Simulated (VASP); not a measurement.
# Li3Os (P4/mmm) in VASP: notebook

The runs below take Li3Os through single point, with LDA.

Everything below comes from runs of VASP 6.6.1. Logs are shortened: lines on timing, memory, paths and dates and some standing lists are left out, and cuts for length are marked.

## Step 1: The cell of the first run

Symmetry: P4/mmm, No. 123, tetragonal system. Conventional cell: a = 4.570 Å, b = 4.570 Å, c = 2.448 Å, α = 90.00°, β = 90.00°, γ = 90.00°. Within 3.3 Å of Li (site symmetry mmm) lie 10 Li at 2.45 to 3.23 Å and 4 Os at 2.59 Å. Li (site symmetry 4/mmm) has 10 Li at 2.45 to 2.59 Å and 4 Os at 3.23 Å within 3.3 Å. Within 3.3 Å of Os (site symmetry 4/mmm) lie 2 Os at 2.45 Å and 12 Li at 2.59 to 3.23 Å.

## Step 2: Single point, LDA

The input, INCAR:

```
SYSTEM = Li3Os
  ALGO = Normal
  EDIFF = 1E-6
  ENCUT = 750
  GGA_COMPAT = .FALSE.
  ISIF = 2
  ISMEAR = -1
  LASPH = .TRUE.
  LCHARG = .FALSE.
  LREAL = .FALSE.
  LWAVE = .FALSE.
  NBANDS = 27
  NELM = 120
  PREC = Accurate
  SIGMA = 0.1
```

The input, KPOINTS:

```
k-points
0
G
  6 6 6
  0 0 0
```

The input, POSCAR:

```
Li3Os
1.0
   -3.2317536073      2.4483528785      3.2317536073
    3.2317536073     -2.4483528785      3.2317536073
    3.2317536073      2.4483528785     -3.2317536073
Li Os
6 2
Direct
    0.0000000000      0.0000000000      0.0000000000
    0.0000000000      0.0000000000      0.5000000000
    0.0000000000      0.5000000000      0.5000000000
    0.5000000000      0.0000000000      0.0000000000
    0.5000000000      0.0000000000      0.5000000000
    0.5000000000      0.5000000000      0.0000000000
    0.0000000000      0.5000000000      0.0000000000
    0.5000000000      0.5000000000      0.5000000000
```

Potentials or basis: VASP PAW LDA potentials, release 64 (Li_sv, Os).

Run with:

```bash
$ cat potpaw_LDA.64/Li_sv/POTCAR potpaw_LDA.64/Os/POTCAR > POTCAR
$ mpirun -np 1 vasp_std > vasp.out
```

OUTCAR:

```text
SYSTEM = Li3Os
   EDIFF = 1E-6
   ENCUT = 750
   ISIF = 2
   ISMEAR = -1
   LASPH = .TRUE.
   LREAL = .FALSE.
   NELM = 120
   PREC = Accurate

 ion  position               nearest neighbor table
   1  0.000  0.000  0.000-   5 2.45   5 2.45   2 2.59   7 2.59   8 2.59   2 2.59   7 2.59   4 2.59
                             4 2.59   8 2.59
   2  0.000  0.000  0.500-   4 2.45   4 2.45   1 2.59   5 2.59   6 2.59   1 2.59   3 2.59   5 2.59
                             3 2.59   6 2.59
   3  0.000  0.500  0.500-   6 2.45   6 2.45   2 2.59   7 2.59   8 2.59   7 2.59   2 2.59   8 2.59
                             4 2.59   4 2.59
   4  0.500  0.000  0.000-   2 2.45   2 2.45   3 2.59   5 2.59   6 2.59   5 2.59   6 2.59   1 2.59
                             1 2.59   3 2.59
   5  0.500  0.000  0.500-   1 2.45   1 2.45   4 2.59   7 2.59   8 2.59   4 2.59   8 2.59   2 2.59
                             2 2.59   7 2.59
   6  0.500  0.500  0.000-   3 2.45   3 2.45   4 2.59   7 2.59   8 2.59   8 2.59   4 2.59   7 2.59
                             2 2.59   2 2.59
   7  0.000  0.500  0.000-   8 2.45   8 2.45   5 2.59   6 2.59   1 2.59   3 2.59   1 2.59   6 2.59
                             3 2.59   5 2.59
   8  0.500  0.500  0.500-   7 2.45   7 2.45   5 2.59   6 2.59   1 2.59   6 2.59   5 2.59   3 2.59
                             3 2.59   1 2.59

  LATTYP: Found a body centered tetragonal cell.
 ALAT       =     6.4635072146
 C/A-ratio  =     0.7575926806

  Lattice vectors:

 A1 = (   3.2317536073,  -2.4483528785,   3.2317536073)
 A2 = (  -3.2317536073,  -2.4483528785,  -3.2317536073)
 A3 = (   3.2317536073,   2.4483528785,  -3.2317536073)

Analysis of symmetry for initial positions (statically):
=====================================================================
 Subroutine PRICEL returns following result:

  LATTYP: Found a simple tetragonal cell.
 ALAT       =     4.5703897817
 C/A-ratio  =     0.5356989219

  Lattice vectors:

 A1 = (   3.2317536073,   0.0000000000,   3.2317536073)
 A2 = (   3.2317536073,   0.0000000000,  -3.2317536073)
 A3 = (   0.0000000000,   2.4483528785,   0.0000000000)

   2 primitive cells build up your supercell.

 Routine SETGRP: Setting up the symmetry group for a
 body centered tetragonal supercell.

 Subroutine GETGRP returns: Found 16 space group operations
 (whereof  8 operations were pure point group operations)
 out of a pool of 16 trial point group operations.

The static configuration has the point symmetry D_2h.
 The point group associated with its full space group is D_4h.

Analysis of symmetry for dynamics (positions and initial velocities):
=====================================================================
 Subroutine PRICEL returns following result:

  LATTYP: Found a simple tetragonal cell.
 ALAT       =     4.5703897817
 C/A-ratio  =     0.5356989219

  Lattice vectors:

 A1 = (   3.2317536073,   0.0000000000,   3.2317536073)
 A2 = (   3.2317536073,   0.0000000000,  -3.2317536073)
 A3 = (   0.0000000000,   2.4483528785,   0.0000000000)

   2 primitive cells build up your supercell.

 Routine SETGRP: Setting up the symmetry group for a
 body centered tetragonal supercell.

 Subroutine GETGRP returns: Found 16 space group operations
 (whereof  8 operations were pure point group operations)
 out of a pool of 16 trial point group operations.

The dynamic configuration has the point symmetry D_2h.
 The point group associated with its full space group is D_4h.

 Subroutine INISYM returns: Found 16 space group operations
 (whereof  8 operations are pure point group operations),
 and found     2 'primitive' translations

----------------------------------------------------------------------------------------

                                     Primitive cell

  volume of cell :      51.1423

  direct lattice vectors                    reciprocal lattice vectors
     3.231753607  0.000000000  3.231753607     0.154714765  0.000000000  0.154714765
     3.231753607  0.000000000 -3.231753607     0.154714765  0.000000000 -0.154714765
     0.000000000  2.448352879  0.000000000     0.000000000  0.408437856  0.000000000

  length of vectors
     4.570389782  4.570389782  2.448352879     0.218799719  0.218799719  0.408437856

  position of ions in fractional coordinates (direct lattice)
     0.000000000  0.000000000  0.000000000
     0.000000000  0.500000000  0.500000000
     0.500000000  0.500000000  0.000000000
     0.500000000  0.000000000  0.500000000

  ion indices of the primitive-cell ions
   primitive index   ion index
                 1           1
                 2           2
                 3           3
                 4           7

----------------------------------------------------------------------------------------

 KPOINTS: k-points

Automatic generation of k-mesh.
 Grid dimensions read from file:
 generate k-points for:    6    6    6

 Generating k-lattice:

  Cartesian coordinates                     Fractional coordinates (reciprocal lattice)
     0.000000000  0.034036488  0.025785794     0.166666667  0.000000000 -0.000000000
     0.025785794  0.000000000  0.025785794     0.000000000  0.166666667  0.000000000
     0.025785794  0.034036488  0.000000000    -0.000000000  0.000000000  0.166666667

  Length of vectors
     0.042701167  0.036466620  0.042701167

  Shift w.r.t. Gamma in fractional coordinates (k-lattice)
     0.000000000  0.000000000  0.000000000

 Subroutine IBZKPT returns following result:
 ===========================================

 Found     30 irreducible k-points:

 Following reciprocal coordinates:
            Coordinates               Weight
  0.000000  0.000000  0.000000      1.000000
  0.166667  0.000000  0.000000      8.000000
  0.333333  0.000000 -0.000000      8.000000
  0.500000  0.000000 -0.000000      4.000000
  0.000000  0.166667  0.000000      4.000000
  0.166667  0.166667  0.000000     16.000000
[... 16 lines left out ...]
  0.333333 -0.333333  0.166667      8.000000
  0.500000 -0.333333  0.166667      8.000000
 [... further k-points ...]
   k-points           NKPTS =     30   k-points in BZ     NKDIM =     30   number of bands    NBANDS=     27
   number of dos      NEDOS =    301   number of ions     NIONS =      8
   total plane-waves  NPLWV = 110592
   dimension x,y,z NGX =    48 NGY =   48 NGZ =   48
   dimension x,y,z NGXF=    96 NGYF=   96 NGZF=   96
   ions per type =               6   2
   NGX,Y,Z   is equivalent  to a cutoff of  15.39, 15.39, 15.39 a.u.
   NGXF,Y,Z  is equivalent  to a cutoff of  30.78, 30.78, 30.78 a.u.
 SYSTEM =  Li3Os
   PREC   = accura    normal or accurate (medium, high low for compatibility)
   ISTART =      0    job   : 0-new  1-cont  2-samecut
   ICHARG =      2    charge: 1-file 2-atom 10-const
   ISPIN  =      1    spin polarized calculation?
   LNONCOLLINEAR =      F non collinear calculations
   LSORBIT =      F    spin-orbit coupling
   LASPH  =      T    aspherical Exc in radial PAW
   ENCUT  =  750.0 eV  55.12 Ry    7.42 a.u.  11.58 11.58 11.58*2*pi/ulx,y,z
   NELM   =    120;   NELMIN=  2; NELMDL= -5     # of ELM steps
   EDIFF  = 0.1E-05   stopping-criterion for ELM
   LREAL  =      F    real-space projection
   EDIFFG = 0.1E-04   stopping-criterion for IOM
   NSW    =      0    number of steps for IOM
   IBRION =     -1    ionic relax: 0-MD 1-quasi-New 2-CG
   NFREE  =      0    steps in history (QN), initial steepest desc. (CG)
   ISIF   =      2    stress and relaxation
   ISYM   =      2    0-nonsym 1-usesym 2-fastsym
   POTIM  = 0.5000    time-step for ionic-motion
   TEBEG  =    0.0;   TEEND  =   0.0 temperature during run
   PSTRESS=    0.0 pullay stress
   NELECT =      34.0000    total number of electrons
   NUPDOWN=      -1.0000    fix difference up-down
   EMIN   =  10.00;   EMAX   =-10.00  energy-range for DOS
   EFERMI =   0.00;   METHOD = LEGACY
   ISMEAR =    -1;   SIGMA  =   0.10  broadening in eV -4-tet -1-fermi 0-gaus
   EFERMI_NEDOS =   21; number of points for ismear=-14 and -15
   IALGO  =     38    algorithm
   IMIX   =      4    mixing-type and parameters
     AMIX     =   0.40;   BMIX     =  1.00
     AMIX_MAG =   1.60;   BMIX_MAG =  1.00
  volume/ion in A,a.u.               =      12.79        86.28
  Fermi-wavevector in a.u.,A,eV,Ry     =   1.134047  2.143038 17.497937  1.286062
  Thomas-Fermi vector in A             =   2.270750
   LORBIT       =      0    0 simple, 1 ext, 2 COOP (PROOUT), +10 PAW based schemes
   GGA     = CA    functional components
   LHFCALC =     F    Hartree Fock is set to
   AEXX    =    0.0000 exact exchange contribution
   IVDW    =     0    specifies the selected vdW correction
   LEPSILON=     F    determine dielectric tensor
   LRPA    =     F    only Hartree local field effects (RPA)
 non-spin polarized calculation
  energy-cutoff  :      750.00
  volume of cell :      102.28
 maximum number of plane-waves:      4815
 NGX is ok and might be reduce to    48
   NGX = 23   NGY = 23   NGZ = 23

 number of electron      34.0000001 magnetization

 Free energy of the ion-electron system (eV)
  ---------------------------------------------------
  ext. energy  EPLUGINS =         0.00000000
  ---------------------------------------------------
  free energy    TOTEN  =       -35.84854843 eV

  energy without entropy =      -35.74764047  energy(sigma->0) =      -35.79809445

 E-fermi :   3.6626     XC(G=0): -10.1293

 val. band max:        3.6445799044   @ k =  -0.3333   0.5000   0.3333
 cond. band min:       3.6663982945   @ k =   0.0000   0.1667   0.0000
 fundamental gap:      0.0218183900
 Fermi energy:         3.6626223688

 k-point     1 :       0.0000    0.0000    0.0000
  band No.  band energies     occupation
      1     -42.1145      2.00000
      2     -42.0464      2.00000
      3     -40.3264      2.00000
      4     -40.3183      2.00000
      5     -40.2517      2.00000
      6     -40.2517      2.00000
[... 19 lines left out ...]
     26       9.1065      0.00000
     27      11.6639      0.00000
[... 661 lines left out ...]
 k-point    24 :       0.5000   -0.3333    0.1667
  band No.  band energies     occupation
      1     -42.0964      2.00000
      2     -42.0635      2.00000
      3     -40.3044      2.00000
      4     -40.3039      2.00000
      5     -40.2723      2.00000
      6     -40.2657      2.00000
[... 19 lines left out ...]
     26      11.0954      0.00000
     27      11.4627      0.00000

 [... further k-points ...]

------------------------ aborting loop because EDIFF is reached ----------------------------------------

  FORCE on cell =-STRESS in cart. coord.  units (eV):
  Direction    XX          YY          ZZ          XY          YZ          ZX
  --------------------------------------------------------------------------------------
  -------------------------------------------------------------------------------------
  Total       -0.1516535      0.0613389     -0.1516535      0.0000000      0.0000000     -0.0000000
  in kB       -2.3754858      0.9608064     -2.3754858      0.0000000      0.0000000     -0.0000000
  external PRESSURE =      -1.2633884 kB  Pullay stress =       0.0000000 kB

 VOLUME and BASIS-vectors are now :
 -----------------------------------------------------------------------------
  energy-cutoff  :      750.00
  volume of cell :      102.28
      direct lattice vectors                 reciprocal lattice vectors
    -3.231753607  2.448352879  3.231753607     0.000000000  0.204218928  0.154714765
     3.231753607 -2.448352879  3.231753607     0.154714765  0.000000000  0.154714765
     3.231753607  2.448352879 -3.231753607     0.154714765  0.204218928  0.000000000

 POSITION                                       TOTAL-FORCE (eV/Angst)
 -----------------------------------------------------------------------------------
      0.00000      0.00000      0.00000         0.000000      0.000000      0.000000
      1.61588      1.22418     -1.61588        -0.000000      0.000000     -0.000000
      3.23175      0.00000      0.00000        -0.000000     -0.000000     -0.000000
     -1.61588      1.22418      1.61588         0.000000     -0.000000      0.000000
      0.00000      2.44835      0.00000         0.000000      0.000000      0.000000
      0.00000      0.00000      3.23175         0.000000      0.000000      0.000000
      1.61588     -1.22418      1.61588        -0.000000      0.000000     -0.000000
      1.61588      1.22418      1.61588         0.000000     -0.000000     -0.000000
 -----------------------------------------------------------------------------------
    total drift:                                0.000000      0.000000     -0.000000

  FREE ENERGIE OF THE ION-ELECTRON SYSTEM (eV)
  ---------------------------------------------------
  free  energy   TOTEN  =       -35.8485484303 eV

  energy  without entropy=      -35.7476404710  energy(sigma->0) =      -35.79809445
```

Wall time 92 s (1 thread of AMD EPYC 9R45 (Zen 5), shared host); peak memory 0.29 GiB.

What came out:

```yaml
Free_energy: -35.8485 eV
Pressure: -0.1 GPa
Band_gap_on_the_k_mesh: zero (bands 17 and 18 overlap by 2.83 eV)
```

Caveat: spin-orbit coupling is left out, which moves the levels of the heavy elements.

## Step 3: Single point, LDA

The input, INCAR:

```
SYSTEM = Li3Os
ALGO     = Normal         ! electronic algorithm
EDIFF    = 1E-6           ! SCF threshold, eV
ENCUT    = 750            ! plane-wave cutoff, eV
GGA      = CA             ! functional
GGA_COMPAT= .FALSE.      
ISIF     = 2              ! what is computed and relaxed
ISMEAR   = -1             ! smearing method
LASPH    = .TRUE.         ! aspherical terms in the spheres
LCHARG   = .FALSE.        ! write CHGCAR
LREAL    = .FALSE.        ! projectors in reciprocal space
LWAVE    = .FALSE.        ! write WAVECAR
NBANDS   = 27             ! bands
NELM     = 120            ! most SCF steps
PREC     = Accurate       ! precision mode
SIGMA    = 0.1            ! smearing width, eV
```

KPOINTS is that of step 2.

The input, POSCAR:

```
Li3Os
1.0
   -3.2317533340      3.2317533340      2.4483530633
    3.2317533340     -3.2317533340      2.4483530633
    3.2317533340      3.2317533340     -2.4483530633
Os Li
2 6
Direct
    0.0000000000      0.0000000000      0.0000000000
    0.5000000000      0.5000000000      0.0000000000
    0.0000000000      0.0000000000      0.5000000000
    0.0000000000      0.5000000000      0.0000000000
    0.0000000000      0.5000000000      0.5000000000
    0.5000000000      0.0000000000      0.0000000000
    0.5000000000      0.0000000000      0.5000000000
    0.5000000000      0.5000000000      0.5000000000
```

Potentials or basis: VASP PAW LDA potentials, release 64 (Os, Li_sv).

Run with:

```bash
$ cat potpaw_LDA.64/Os/POTCAR potpaw_LDA.64/Li_sv/POTCAR > POTCAR
$ mpirun -np 1 vasp_std > vasp.out
```

It took 98 s on 1 thread of AMD EPYC 9R45 (Zen 5), shared host; peak memory 0.29 GiB.

Results (log left out):

```
Free energy            : -35.8485 eV
Pressure               : -0.1 GPa
Band gap on the k mesh : zero (bands 17 and 18 overlap by 2.83 eV)
```

Stress tensor (GPa, compression positive):
```
-0.24  0.00  0.00
 0.00 -0.24  0.00
 0.00  0.00  0.09
```

Levels at points of the mesh, in eV from the Fermi level:
```tsv
k point	band 15	band 16	band 17	band 18	band 19	band 20
(0.00, 0.00, 0.00)	-0.39	0.02	0.17	0.85	1.43	1.43
(0.50, 0.00, 0.00)	-1.50	-1.50	-1.36	-1.36	1.37	1.37
(0.50, 0.50, 0.00)	-0.22	0.03	1.48	1.58	1.70	1.93
(0.50, 0.50, 0.50)	-1.28	-1.19	0.05	0.44	1.94	1.94
```

Caveat: spin-orbit coupling is left out, which moves the levels of the heavy elements.
